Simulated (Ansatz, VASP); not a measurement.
## N in VASP and in Ansatz

Contents of INCAR:

```
SYSTEM = N
ALGO = Normal ; EDIFF = 1E-6
ENCUT = 520 ; GGA = PS
ISIF = 2 ; ISMEAR = 0
LASPH = .True. ; LCHARG = .True.
LELF = .True. ; LREAL = .False.
LVHAR = .True. ; LWAVE = .False.
NBANDS = 18 ; NELM = 100
PREC = Accurate ; SIGMA = 0.01
```

The input KPOINTS:

```
k-points
0
Gamma
  6 6 4
  0 0 0
```

The input POSCAR:

```
N
1.0
    4.0840619700      0.0000000000      0.0000000000
    0.0000000000      4.0840619700      0.0000000000
    0.0000000000      0.0000000000      5.3459132500
N
4
Direct
    0.9042751988      0.9042751988      0.0000000000
    0.5957247999      0.4042752001      0.4999999991
    0.0957248012      0.0957248012      0.0000000000
    0.4042752001      0.5957247999      0.4999999991
```

Input for Ansatz:

```yaml
crystal:
  lattice:
    - [4.08406197, 0.0, 0.0]
    - [0.0, 4.08406197, 0.0]
    - [0.0, 0.0, 5.34591325]
  atoms:
    - { symbol: "N", position: [0.9042751988408247, 0.9042751988408247, 0.0] }
    - { symbol: "N", position: [0.5957247999349041, 0.40427520006509604, 0.4999999990647061] }
    - { symbol: "N", position: [0.09572480115917537, 0.09572480115917537, 0.0] }
    - { symbol: "N", position: [0.40427520006509604, 0.5957247999349041, 0.4999999990647061] }
basis:
  ecutwfc: 600.0
kpoints:
  mp_grid:
    grid: [6, 6, 4]
    shift: [0.0, 0.0, 0.0]
hamiltonian:
  xc: pbesol
scf:
  occupations:
    method: fixed
output:
  stress: true
```

Alike in both runs: task single point; functional PBEsol; k mesh 6 × 6 × 4; no spin polarisation.

|  | VASP | Ansatz |
| --- | --- | --- |
| version | VASP 6.6.1 | Ansatz 0.2.0 |
| potentials or method | VASP PAW PBE potentials, release 64 (N), cutoff 520 eV | plane waves, PAW |
| occupations | gaussian, width 0.01 eV | fixed |
| valence electrons in the cell | 20 | 20 |

|  | VASP | Ansatz | Ansatz less VASP |
| --- | --- | --- | --- |
| pressure (GPa) | 1.3 | -0.8 | -2.11 |
| traceless stress, the component that is largest in VASP (GPa) | -1.10 | 1.18 | +2.276 |

VASP's potentials were made for PBE, not for PBEsol.

Noted on VASP's run: the standard files for N, O and F lose accuracy on very short bonds.
